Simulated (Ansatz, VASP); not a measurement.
## One calculation of ScAs3, two programs

```
Sc As
1.0
     4.30628    0.00000    0.00000
     0.00000    4.30628    0.00000
     0.00000    0.00000    4.30628
Sc As
1 3
Direct
  0.00000 0.00000 0.00000
  0.00000 0.50000 0.50000
  0.50000 0.00000 0.50000
  0.50000 0.50000 0.00000
```

Alike in both runs: task single point; functional PBE; k mesh 4 × 4 × 4; occupations gaussian, width 0.1 eV; no spin polarisation.

```csv
,VASP,Ansatz
version,VASP 6.6.1,Ansatz 0.2.0
potentials or method,"VASP PAW PBE potentials, release 64 (Sc_sv, As), cutoff 520 eV","scalar-relativistic, plane waves, PAW"
valence electrons in the cell,26,56
```

```csv
,VASP,Ansatz,Ansatz less VASP
gap on the k mesh at the Fermi level (eV),none,none,-
pressure (GPa),-3.1,-3.2,-0.16
```

A gap of «none» marks a metal or a gap that the smearing closes. With one functional, cell and mesh, what is left measures potentials, basis and numerics. VASP's potentials hold 26 valence electrons a cell and Ansatz's 56, so a difference there can come from the potentials and not from the codes.

The k mesh is coarse, so the values compare programs but aren't converged.
